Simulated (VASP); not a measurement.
# SiC (I-4m2) in VASP: notebook, part 2 of 2

VASP 6.6.1. Earlier steps stand in the parts before.

### 4 Single point, r2SCAN (in-plane strain +0.005, then relaxed in part)

File POSCAR:

```
SiC
1.0
    2.1890608799      2.1890608799      0.0000000000
   -2.1890608799      2.1890608799      0.0000000000
    0.0000000000      2.1890608799      2.1712265805
Si C
1 1
Direct
    0.0000000000      0.0000000000      0.0000000000
    0.7500000000      0.2500000000      0.5000000000
```

File INCAR.step1:

```
SYSTEM = SiC
PREC     = Accurate       ! precision mode
ENCUT    = 520            ! plane-wave cutoff, eV
ISMEAR   = 0              ! smearing method
SIGMA    = 0.01           ! smearing width, eV
LREAL    = .False.        ! projectors in reciprocal space
LASPH    = .True.         ! aspherical terms in the spheres
NELM     = 100            ! most SCF steps
NBANDS   = 11             ! bands
GGA      = PE             ! functional
ALGO     = Normal         ! electronic algorithm
EDIFF    = 1E-4           ! SCF threshold, eV
LWAVE    = .True.         ! write WAVECAR
LCHARG   = .False.        ! write CHGCAR
```

File INCAR.step2:

```
SYSTEM = SiC
PREC     = Accurate       ! precision mode
ENCUT    = 520            ! plane-wave cutoff, eV
EDIFF    = 1E-6           ! SCF threshold, eV
ISMEAR   = 0              ! smearing method
SIGMA    = 0.01           ! smearing width, eV
LREAL    = .False.        ! projectors in reciprocal space
LASPH    = .True.         ! aspherical terms in the spheres
NELM     = 100            ! most SCF steps
ALGO     = Normal         ! electronic algorithm
ISIF     = 2              ! what is computed and relaxed
LWAVE    = .False.        ! write WAVECAR
LCHARG   = .True.         ! write CHGCAR
METAGGA  = R2SCAN         ! meta-GGA
LMIXTAU  = .True.       
LELF     = .True.         ! ELF
LVHAR    = .True.       
NBANDS   = 11             ! bands
ISTART   = 1
```

File KPOINTS:

```
Automatic mesh
0
Gamma
  10 10 10
  0 0 0
```

Potentials or basis: VASP PAW PBE potentials, release 64 (Si, C).

Run with:

```
cat potpaw_PBE.64/Si/POTCAR potpaw_PBE.64/C/POTCAR > POTCAR
cp INCAR.step1 INCAR
mpirun -np 1 vasp_std > vasp.out
cp INCAR.step2 INCAR
mpirun -np 1 vasp_std > vasp.out
```

OUTCAR:

```text
SYSTEM = SiC
   PREC = Accurate
   ENCUT = 520
   EDIFF = 1E-6
   ISMEAR = 0
   LREAL = .False.
   LASPH = .True.
   NELM = 100
   ISIF = 2
   METAGGA = R2SCAN
   ISTART = 1

 ion  position               nearest neighbor table
   1  0.000  0.000  0.000-   2 1.89   2 1.89   2 1.89   2 1.89
   2  0.750  0.250  0.500-   1 1.89   1 1.89   1 1.89   1 1.89

  LATTYP: Found a body centered tetragonal cell.
 ALAT       =     3.0957995852
 C/A-ratio  =     1.4026919513

  Lattice vectors:

[... 524 lines left out ...]

  FORCE on cell =-STRESS in cart. coord.  units (eV):
  Direction    XX          YY          ZZ          XY          YZ          ZX
  --------------------------------------------------------------------------------------
  -------------------------------------------------------------------------------------
  Total       -0.3175602     -0.3175602     -0.0245841      0.0000000      0.0000000     -0.0000000
  in kB      -24.4503931    -24.4503931     -1.8928410      0.0000000      0.0000000     -0.0000000
  external PRESSURE =     -16.9312091 kB  Pullay stress =       0.0000000 kB

 VOLUME and BASIS-vectors are now :
 -----------------------------------------------------------------------------
  energy-cutoff  :      520.00
  volume of cell :       20.81
      direct lattice vectors                 reciprocal lattice vectors
     2.189060880  2.189060880  0.000000000     0.228408449  0.228408449 -0.230284579
    -2.189060880  2.189060880  0.000000000    -0.228408449  0.228408449 -0.230284579
     0.000000000  2.189060880  2.171226580     0.000000000  0.000000000  0.460569159

 POSITION                                       TOTAL-FORCE (eV/Angst)
 -----------------------------------------------------------------------------------
      0.00000      0.00000      0.00000        -0.000000      0.000000      0.000000
      1.09453      3.28359      1.08561         0.000000     -0.000000      0.000000
 -----------------------------------------------------------------------------------
    total drift:                                0.000001      0.000000     -0.000000

  FREE ENERGIE OF THE ION-ELECTRON SYSTEM (eV)
  ---------------------------------------------------
  free  energy   TOTEN  =       -19.3253849273 eV

  energy  without entropy=      -19.3253849273  energy(sigma->0) =      -19.32538493
```

OSZICAR.step1:

```text
N       E                     dE             d eps       ncg     rms          rms(c)
DAV:   1     0.398263473641E+01    0.39826E+01   -0.39821E+03  2284   0.611E+02
DAV:   2    -0.162684878384E+02   -0.20251E+02   -0.19335E+02  2900   0.110E+02
DAV:   3    -0.168957924731E+02   -0.62730E+00   -0.62599E+00  2762   0.163E+01
DAV:   4    -0.168981527491E+02   -0.23603E-02   -0.23602E-02  2596   0.128E+00
DAV:   5    -0.168981631043E+02   -0.10355E-04   -0.10355E-04  2796   0.791E-02    0.875E+00
DAV:   6    -0.151140996082E+02    0.17841E+01   -0.64813E+00  2538   0.114E+01    0.388E+00
DAV:   7    -0.150663687294E+02    0.47731E-01   -0.37857E-01  2673   0.352E+00    0.177E+00
DAV:   8    -0.150586880325E+02    0.76807E-02   -0.20274E-02  2538   0.947E-01    0.172E-01
DAV:   9    -0.150587862235E+02   -0.98191E-04   -0.16714E-03  2819   0.232E-01    0.113E-01
DAV:  10    -0.150588976223E+02   -0.11140E-03   -0.24400E-04  2463   0.946E-02    0.264E-02
DAV:  11    -0.150588996784E+02   -0.20561E-05   -0.41977E-05  1395   0.342E-02
   1 F= -.15058900E+02 E0= -.15058900E+02  d E =-.339194E-49
```

Wall time 83 s (1 thread of Intel Xeon 8259CL, shared host); peak memory 0.15 GiB.

What came out:

* Free energy: -19.3254 eV
* Pressure: -1.7 GPa
* Band gap on the k mesh: 1.64 eV (least direct gap 5.04 eV)

Stress tensor (GPa, compression positive):
```
-2.45  0.00  0.00
 0.00 -2.45  0.00
 0.00  0.00 -0.19
```

Levels at points of the mesh, in eV from the valence-band top:
```csv
k point,band 2,band 3,band 4,band 5,band 6,band 7
"(0.00, 0.00, 0.00)",-0.06,-0.06,0.00,6.72,7.75,7.78
"(0.50, 0.00, 0.00)",-8.83,-1.20,-1.09,5.89,7.63,7.76
"(0.50, 0.50, 0.00)",-8.11,-3.34,-3.32,1.72,4.81,14.90
"(0.00, 0.00, 0.50)",-8.00,-3.42,-3.42,1.64,4.66,15.00
```

Caveat: the cell differs from its parent crystal (in-plane strain +0.005, then relaxed in part); the PAW data sets were made with another functional, which shifts forces and pressure a little. A k mesh can miss the band edges.

### 5 The runs side by side

```tsv
cell	gap on the mesh (eV)	pressure (GPa)
a = 3.065, b = 3.065, c = 3.077 Å, angles 60.1, 60.1, 90.0°, 2 atoms	1.68	1.4
a = 3.065, b = 3.065, c = 3.078 Å, angles 60.1, 60.1, 90.0°, 2 atoms	1.67	1.4
a = 3.096, b = 3.096, c = 3.083 Å, angles 59.9, 59.9, 90.0°, 2 atoms	1.64	-1.7
```

Alike in all rows: task single point; level r2SCAN; potentials or basis VASP PAW PBE potentials, release 64 (Si, C); no spin polarisation; k mesh 10 × 10 × 10; cutoff (eV) 520; smearing gaussian 0.01 eV.

Caveats: the PAW data sets were made with another functional, which shifts forces and pressure a little.

Absolute energies hang on the potentials; compare differences alone.
